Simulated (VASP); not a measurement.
AlN, 2 atoms in the cell. The structure is trigonal, space group R-3m (No. 166). Conventional cell: a = 2.912 Å, b = 2.912 Å, c = 6.975 Å, α = 90.00°, β = 90.00°, γ = 120.00°. Al (site symmetry -3m) has 6 N at 2.04 Å within 2.7 Å. Within 2.7 Å of N (site symmetry -3m) lie 6 Al at 2.04 Å.  This cell differs from its parent crystal: epitaxial 111 strain +2.0%.

| Item | Value |
| --- | --- |
| Program | VASP 6.6.1 |
| Task | single point |
| Functional | PBE |
| Potentials or basis | VASP PAW PBE potentials, release 64 (Al, N) |
| Cutoff | 520 eV |
| k mesh | 6 × 6 × 6 |
| Occupations | gaussian, width 0.01 eV |
| Spin | no spin polarisation |
| Dipole correction | no |
| Further INCAR settings | ALGO = Normal; EDIFF = 1e-06; NBANDS = 11 |

Potentials or basis: VASP PAW PBE potentials, release 64 (Al, N).

Command:

```bash
$ cat potpaw_PBE.64/Al/POTCAR potpaw_PBE.64/N/POTCAR > POTCAR
$ mpirun -np 1 vasp_std > vasp.out
```

Hardware: 1 thread of Intel Xeon 6975P-C, with other jobs on the host.

Q: How long does it take, and how much memory?

A: Wall time 2.9 s on 1 thread of Intel Xeon 6975P-C, with other jobs on the host, peak memory 0.13 GiB. Counts: scf iterations 12, k points 32.
